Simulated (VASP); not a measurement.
Runs of VASP 6.6.1 on GaN. The structure is that of space group P6_3mc (No. 186), or close to it. The cells are those of the table. 

```csv
level,cell,gap on the mesh (eV),pressure (GPa),largest force (eV/Å)
PBE,"a = 3.217, b = 3.217, c = 4.762 Å, angles 90.0, 90.0, 120.0°, 4 atoms",2.13,20.0,0.08
PBE,"a = 3.180, b = 3.180, c = 5.166 Å, angles 90.0, 90.0, 120.0°, 4 atoms",1.99,(b),-
PBE,"a = 3.299, b = 3.299, c = 5.049 Å, angles 90.0, 90.0, 120.0°, 4 atoms",1.61,4.3,3.18
PBE,"a = 3.279, b = 3.279, c = 5.172 Å, angles 90.0, 90.0, 120.0°, 4 atoms",1.36,-3.7,0.69
PBE,"a = 3.218, b = 3.218, c = 5.243 Å, angles 90.0, 90.0, 120.0°, 4 atoms",(a),0.1,-
r2SCAN,"a = 3.163, b = 3.163, c = 5.293 Å, angles 90.0, 90.0, 120.0°, 4 atoms",2.20,2.1,(c)
```

Alike in all rows: task single point; potentials or basis VASP PAW PBE potentials, release 64 (Ga_d, N); no spin polarisation; k mesh 12 × 12 × 6; cutoff (eV) 520; smearing gaussian 0.02 eV.

Task: Fill in the values left out.

Result: (a) 1.72; (b) 7.3; (c) 1.10.

Caveats: forces of over 1 eV/Å act on the atoms, so gaps and moduli don't describe the material at rest (some runs); the PAW data sets were made with another functional, which shifts forces and pressure a little (some runs).

A k mesh can miss the band edges, and the runs leave out spin-orbit coupling on Ga.
